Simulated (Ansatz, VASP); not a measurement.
## Two plane-wave programs on Rb

INCAR

```
SYSTEM = Rb
  PREC = Accurate
  ENCUT = 520
  EDIFF = 1E-7
  ISMEAR = 0
  SIGMA = 0.1
  LREAL = .False.
  LASPH = .True.
  NELM = 80
  ALGO = Normal
  ISIF = 2
  LWAVE = .False.
  LCHARG = .True.
  GGA = PS
  LELF = .True.
  LVHAR = .True.
  NBANDS = 10
```

File KPOINTS:

```
regular mesh
0
Gamma
  10 10 10
  0 0 0
```

Contents of POSCAR:

```
Rb
1.0
   -2.7667721200      2.6825921200      2.7667721200
    2.7667721200     -2.6825921200      2.7667721200
    2.7667721200      2.6825921200     -2.7667721200
Rb
1
Direct
    0.0000000000      0.0000000000      0.0000000000
```

Input for Ansatz:

```yaml
crystal:
  lattice:
    - [-2.76677212, 2.68259212, 2.76677212]
    - [2.76677212, -2.68259212, 2.76677212]
    - [2.76677212, 2.68259212, -2.76677212]
  atoms:
    - { symbol: Rb, position: [0.0, 0.0, 0.0] }
basis:
  ecutwfc: 420
kpoints:
  mp_grid: { grid: [10, 10, 10] }
hamiltonian:
  xc: pbesol
scf:
  occupations: { method: gaussian, width: 0.1 }
output:
  forces: true
  stress: true
  eigenvalues: true
```

Alike in both runs: task single point; functional PBEsol; k mesh 10 × 10 × 10; occupations gaussian, width 0.1 eV; no spin polarisation.

|  | VASP | Ansatz |
| --- | --- | --- |
| version | VASP 6.6.1 | Ansatz 0.2.0 |
| potentials or method | VASP PAW PBE potentials, release 64 (Rb_sv), cutoff 520 eV | scalar-relativistic, plane waves, PAW |
| valence electrons in the cell | 9 | 9 |

|  | VASP | Ansatz | Ansatz less VASP |
| --- | --- | --- | --- |
| gap on the k mesh at the Fermi level (eV) | none | none | - |
| pressure (GPa) | 0.2 | 0.2 | 0.00 |

VASP's potentials were made for PBE, not for PBEsol. A gap of «none» marks a metal or a gap that the smearing closes. The functional is the same, so the differences come from potentials, cutoffs and numerics.
